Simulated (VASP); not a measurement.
Runs of VASP 6.6.1 on Ni. The structure is that of space group Fd-3m (No. 227), or close to it. The cells are those of the table. This isn't the form of Ni at room conditions, which is fcc.

```tsv
cell	gap on the mesh (eV)	pressure (GPa)	moment (μB)
a = 3.446 Å, angles 60.0°, 2 atoms	none	5.0	1.48
a = 3.627 Å, angles 60.0°, 2 atoms	none	(a)	1.51
a = 3.539 Å, angles 60.0°, 2 atoms	none	-4.4	(b)
a = 3.584 Å, angles 60.0°, 2 atoms	none	-7.8	1.51
a = 3.493 Å, angles 60.0°, 2 atoms	none	-0.2	1.49
```

Alike in all rows: task single point; level LDA; potentials or basis VASP PAW LDA potentials, release 64 (Ni); spin collinear, ferromagnetic start; k mesh 12 × 12 × 12; cutoff (eV) 520; smearing fermi-dirac 0.05 eV.

Task: Estimate the missing entries.

Result: (a) -10.4; (b) 1.50.

Caveats: the cell stands under tension (at least some runs); the cell stands under pressure (at least some runs).

A gap of «none» marks levels without a gap at the run's occupations.
